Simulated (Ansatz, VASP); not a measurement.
# One calculation of KH5, two programs

```xyz
6
Lattice="3.7964 0.0000 0.0000 -1.8982 3.2878 0.0000 0.0000 0.0000 6.3868" Properties=species:S:1:pos:R:3 pbc="T T T"
K     0.0000    2.1919    0.5825
H     0.0000    2.1919    3.4948
H    -1.4053    3.0032    3.6748
H     0.0000    0.5691    3.6748
H     1.4053    3.0032    3.6748
H     0.0000    0.0000    6.0289
```

Alike in both runs: task relaxation of cell and atoms; functional PBE; k mesh 12 × 12 × 4; occupations gaussian, width 0.02 eV; no spin polarisation.

|  | VASP | Ansatz |
| --- | --- | --- |
| version | VASP 6.6.1 | Ansatz 0.2.0 |
| potentials or method | VASP PAW PBE potentials, release 64 (K_sv, H), cutoff 600 eV | scalar-relativistic, plane waves, PAW |
| valence electrons in the cell | 14 | 14 |

|  | VASP | Ansatz | Ansatz less VASP |
| --- | --- | --- | --- |
| gap on the k mesh at the Fermi level, each at its own relaxed structure (eV) | 1.05 | 1.06 | +0.006 |
| relaxed volume (Å³/atom) | 13.28 | 13.32 | +0.035 |
| relaxed cell length with the largest relative difference (Å) | 3.796 | 3.801 | +0.0051 |
